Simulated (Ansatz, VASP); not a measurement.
**SrTiO3 in VASP and in Ansatz**

```xyz
5
Lattice="3.8518 0.0000 0.0000 0.0000 3.8518 0.0000 0.0000 0.0000 3.8518" Properties=species:S:1:pos:R:3 pbc="T T T"
Sr    1.9259    1.9259    1.9259
Ti    0.0000    0.0000    0.0000
O     1.9259    0.0000    0.0000
O     0.0000    1.9259    0.0000
O     0.0000    0.0000    1.9259
```

Alike in both runs: task single point; functional PBEsol; k mesh 8 × 8 × 8; occupations gaussian, width 0.02 eV; no spin polarisation.

```csv
,VASP,Ansatz
version,VASP 6.6.1,Ansatz 0.2.0
potentials or method,"VASP PAW PBE potentials, release 64 (Sr_sv, Ti_sv, O), cutoff 600 eV","scalar-relativistic, plane waves, PAW"
valence electrons in the cell,40,40
```

```csv
,VASP,Ansatz,Ansatz less VASP
gap on the k mesh at the Fermi level (eV),1.87,1.91,+0.034
least direct gap on the mesh (eV),2.20,2.22,+0.021
pressure (GPa),6.6,6.1,-0.56
```

VASP's potentials were made for PBE, not for PBEsol. With one functional, cell and mesh, what is left measures potentials, basis and numerics.
